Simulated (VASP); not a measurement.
Input of a VASP 6.6.1 run:

File INCAR:

```
PREC = Accurate ; ENCUT = 520
EDIFF = 1E-7 ; ISMEAR = -1
SIGMA = 0.05 ; LREAL = F
LASPH = T ; NELM = 150
ALGO = Normal ; ISIF = 2
LWAVE = F ; LCHARG = F
ISPIN = 2 ; MAGMOM = 2
LORBIT = 11 ; LMAXMIX = 4
GGA = B5 ; ALDAX = 1.0
AGGAX = 1.0 ; AGGAC = 1.0
ALDAC = 0.0 ; IVDW = 13
VDW_S6 = 1.0 ; VDW_S8 = 2.34076671
VDW_A1 = 0.44488865 ; VDW_A2 = 4.0933009
NBANDS = 16
```

KPOINTS

```
regular mesh
0
Gamma
  12 12 12
```

The input POSCAR:

```
V
1.0
   -1.4907213133      1.4907213133      1.4907213133
    1.4907213133     -1.4907213133      1.4907213133
    1.4907213133      1.4907213133     -1.4907213133
V
1
Direct
    0.0000000000      0.0000000000      0.0000000000
```

Potentials or basis: VASP PAW PBE potentials, release 64 (V_sv).

Run with:

```console
$ cat potpaw_PBE.64/V_sv/POTCAR > POTCAR
$ mpirun -np 1 vasp_std > vasp.out
```

Q: Estimate the dispersion energy per atom.

A: -0.631 eV.

Q: Predict the pressure.

A: 0.3 GPa.

Q: What does it give for the net moment?

A: 0.00 μB per cell.

Caveat: the PAW data sets were made with another functional, which shifts forces and pressure a little; pairwise dispersion overbinds metals, which lowers pressure and volume.
